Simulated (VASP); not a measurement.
# GeB2C3 (R-3m) in VASP: further runs, part 2 of 2

VASP 6.6.1.

## 3. Single point, PBE

This run uses another cell than the first one, of 15.90 Å³/atom, 1.165 times its volume.

Input file INCAR:

```
  PREC = Accurate
  ENCUT = 520
  EDIFF = 1E-7
  ISMEAR = 0
  SIGMA = 0.1
  LREAL = F
  LASPH = T
  NELM = 100
  ALGO = Normal
  ISIF = 2
  LWAVE = F
  LCHARG = F
  GGA = PE
  NBANDS = 25
```

Input file KPOINTS:

```
regular mesh
0
Gamma
  6 6 6
```

Input file POSCAR:

```
GeB2C3
1.0
    2.5247666552      1.4576747062      4.3212577837
   -2.5247666552      1.4576747062      4.3212577837
    0.0000000000     -2.9153494179      4.3212577818
Ge B C
1 2 3
Direct
    0.0000000000      0.0000000000      0.0000000000
    0.8080303416      0.8080303416      0.8080303416
    0.1919696584      0.1919696584      0.1919696584
    0.0000000000      0.5000000000      0.0000000000
    0.5000000000      0.0000000000      0.0000000000
    0.0000000000      0.0000000000      0.5000000000
```

Potentials or basis: VASP PAW PBE potentials, release 64 (Ge_d, B, C).

Started as:

```
cat potpaw_PBE.64/Ge_d/POTCAR potpaw_PBE.64/B/POTCAR potpaw_PBE.64/C/POTCAR > POTCAR
mpirun -np 1 vasp_std > vasp.out
```

OUTCAR:

```text
PREC = Accurate
   ENCUT = 520
   EDIFF = 1E-7
   ISMEAR = 0
   LREAL = F
   LASPH = T
   NELM = 100
   ISIF = 2
   GGA = PE

 ion  position               nearest neighbor table
   1  0.000  0.000  0.000-   2 2.49   3 2.49
   2  0.808  0.808  0.808-   4 1.49   5 1.49   6 1.49   1 2.49
   3  0.192  0.192  0.192-   4 1.49   5 1.49   6 1.49   1 2.49
   4  0.000  0.500  0.000-   2 1.49   3 1.49
   5  0.500  0.000  0.000-   2 1.49   3 1.49
   6  0.000  0.000  0.500-   2 1.49   3 1.49

  LATTYP: Found a trigonal (rhomboedric) cell.
 ALAT       =     5.2127277932
 COS(alpha) =     0.5308168641

  Lattice vectors:

 A1 = (   2.5247666552,   1.4576747062,   4.3212577837)
 A2 = (  -2.5247666552,   1.4576747062,   4.3212577837)
 A3 = (   0.0000000000,  -2.9153494179,   4.3212577818)

Analysis of symmetry for initial positions (statically):
=====================================================================
 Subroutine PRICEL returns:
 Original cell was already a primitive cell.

 Routine SETGRP: Setting up the symmetry group for a
[... 172 lines left out ...]
  free energy    TOTEN  =       -37.62556204 eV

  energy without entropy =      -37.61342906  energy(sigma->0) =      -37.61949555

 E-fermi :   1.8304     XC(G=0):  -8.5002

 val. band max:        1.8170060864   @ k =   0.5000   0.5000   0.5000
 cond. band min:       1.8326569829   @ k =   0.5000   0.1667   0.1667
 fundamental gap:      0.0156508965
 Fermi energy:         1.8304417528

 k-point     1 :       0.0000    0.0000    0.0000
  band No.  band energies     occupation
      1     -23.0857      2.00000
      2     -23.0613      2.00000
      3     -23.0613      2.00000
      4     -23.0399      2.00000
      5     -23.0399      2.00000
      6     -12.8768      2.00000
[... 661 lines left out ...]
     24       9.1593      0.00000
     25      10.2798      0.00000

 [... further k-points ...]
[... 5 lines left out ...]
  --------------------------------------------------------------------------------------
  -------------------------------------------------------------------------------------
  Total        0.0849441      0.0849441      0.1428547      0.0000000     -0.0000000      0.0000000
  in kB        1.4262660      1.4262660      2.3986229      0.0000000     -0.0000000      0.0000000
  external PRESSURE =       1.7503849 kB  Pullay stress =       0.0000000 kB

 VOLUME and BASIS-vectors are now :
 -----------------------------------------------------------------------------
  energy-cutoff  :      520.00
  volume of cell :       95.42
      direct lattice vectors                 reciprocal lattice vectors
     2.524766655  1.457674706  4.321257784     0.198038103  0.114337352  0.077138035
    -2.524766655  1.457674706  4.321257784    -0.198038103  0.114337352  0.077138035
     0.000000000 -2.915349418  4.321257782     0.000000000 -0.228674705  0.077138035

 POSITION                                       TOTAL-FORCE (eV/Angst)
 -----------------------------------------------------------------------------------
      0.00000      0.00000      0.00000         0.000000      0.000000     -0.000000
      0.00000     -0.00000     10.47512        -0.000000      0.000000     -0.017371
      0.00000     -0.00000      2.48865        -0.000000     -0.000000      0.017371
     -1.26238      0.72884      2.16063        -0.000000      0.000000     -0.000000
      1.26238      0.72884      2.16063        -0.000000      0.000000     -0.000000
      0.00000     -1.45767      2.16063         0.000000      0.000000     -0.000000
 -----------------------------------------------------------------------------------
    total drift:                               -0.000000     -0.000000      0.000000

  FREE ENERGIE OF THE ION-ELECTRON SYSTEM (eV)
  ---------------------------------------------------
  free  energy   TOTEN  =       -37.6255620429 eV

  energy  without entropy=      -37.6134290564  energy(sigma->0) =      -37.61949555
```

OSZICAR:

```text
N       E                     dE             d eps       ncg     rms          rms(c)
DAV:   1     0.224888103697E+03    0.22489E+03   -0.14494E+04  1925   0.199E+03
DAV:   2    -0.684075254873E+01   -0.23173E+03   -0.21268E+03  1828   0.570E+02
DAV:   3    -0.408826992661E+02   -0.34042E+02   -0.32999E+02  2012   0.127E+02
DAV:   4    -0.426562643439E+02   -0.17736E+01   -0.17632E+01  1918   0.330E+01
DAV:   5    -0.427103571360E+02   -0.54093E-01   -0.54062E-01  2103   0.572E+00    0.105E+01
DAV:   6    -0.381377255780E+02    0.45726E+01   -0.54834E+00  2170   0.156E+01    0.507E+00
DAV:   7    -0.376382792705E+02    0.49945E+00   -0.20379E+00  1954   0.698E+00    0.217E+00
DAV:   8    -0.376261945236E+02    0.12085E-01   -0.20461E-01  1954   0.360E+00    0.728E-01
DAV:   9    -0.376246492371E+02    0.15453E-02   -0.26487E-02  1918   0.983E-01    0.196E-01
DAV:  10    -0.376249581622E+02   -0.30893E-03   -0.41760E-03  1793   0.456E-01    0.718E-02
DAV:  11    -0.376255339078E+02   -0.57575E-03   -0.87255E-04  1914   0.149E-01    0.529E-02
DAV:  12    -0.376255522053E+02   -0.18297E-04   -0.37861E-04  1651   0.109E-01    0.126E-02
DAV:  13    -0.376255585220E+02   -0.63168E-05   -0.38319E-05  2023   0.400E-02    0.536E-03
DAV:  14    -0.376255616476E+02   -0.31256E-05   -0.54885E-06  1659   0.139E-02    0.234E-03
DAV:  15    -0.376255618732E+02   -0.22555E-06   -0.45152E-07  2036   0.721E-03    0.897E-04
DAV:  16    -0.376255620373E+02   -0.16410E-06   -0.22270E-07  1383   0.201E-03    0.251E-04
DAV:  17    -0.376255620429E+02   -0.56662E-08   -0.55852E-09  1473   0.731E-04
   1 F= -.37625562E+02 E0= -.37619496E+02  d E =-.121330E-01
```

Wall time 41 s (1 thread of Intel Xeon 6975P-C (Granite Rapids), shared host); peak memory 0.27 GiB.

What came out:

| Property | Result |
| --- | --- |
| Free energy | -37.6256 eV |
| Pressure | 0.2 GPa |
| Largest force | 0.017 eV/Å |
| Band gap on the k mesh | zero (band 16 reaches 2.39 eV, above the bottom of band 17 at 1.51 eV) |

Forces in eV/Å, atoms in the order of the input:
```
Ge   0.000  0.000  0.000
B    0.000  0.000 -0.017
B    0.000  0.000  0.017
C    0.000  0.000  0.000
C    0.000  0.000  0.000
C    0.000  0.000  0.000
```
